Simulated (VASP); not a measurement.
Write the native input for VASP 6.6.1 that does the following.

```yaml
Task: single point
Functional: PBE
Potentials_or_basis: VASP PAW PBE potentials, release 64 (Rh_pv)
Cutoff: 520 eV
k_mesh: 15 × 15 × 15
Occupations: gaussian, width 0.3 eV
Spin: no spin polarisation
Dipole_correction: no
Further_INCAR_settings: ALGO = Normal; EDIFF = 1e-06; NBANDS = 14
```

The structure of Rh lies in POSCAR:

```
Rh
1.0
    0.0000000000      1.8978500000      1.8978500000
    1.8978500000      0.0000000000      1.8978500000
    1.8978500000      1.8978500000      0.0000000000
Rh
1
Direct
    0.0000000000      0.0000000000      0.0000000000
```

These files were run (other wordings do the same):

INCAR

```
SYSTEM = Rh
PREC = Accurate ; ENCUT = 520
EDIFF = 1E-6 ; ISMEAR = 0
SIGMA = 0.3 ; LREAL = .FALSE.
LASPH = .TRUE. ; NELM = 80
ALGO = Normal ; ISIF = 2
LWAVE = .FALSE. ; LCHARG = .TRUE.
GGA = PE ; LELF = .TRUE.
LVHAR = .TRUE. ; NBANDS = 14
```

KPOINTS

```
Automatic mesh
0
G
  15 15 15
  0 0 0
```

Potentials or basis: VASP PAW PBE potentials, release 64 (Rh_pv).

The run is started by

```console
$ cat potpaw_PBE.64/Rh_pv/POTCAR > POTCAR
$ mpirun -np 1 vasp_std > vasp.out
```

Results of the run:

```json
{
  "Pressure": "8.1 GPa"
}
```

Wall time 31 s on 1 thread of Intel Xeon 8259CL, with other jobs on the host, peak memory 0.14 GiB.
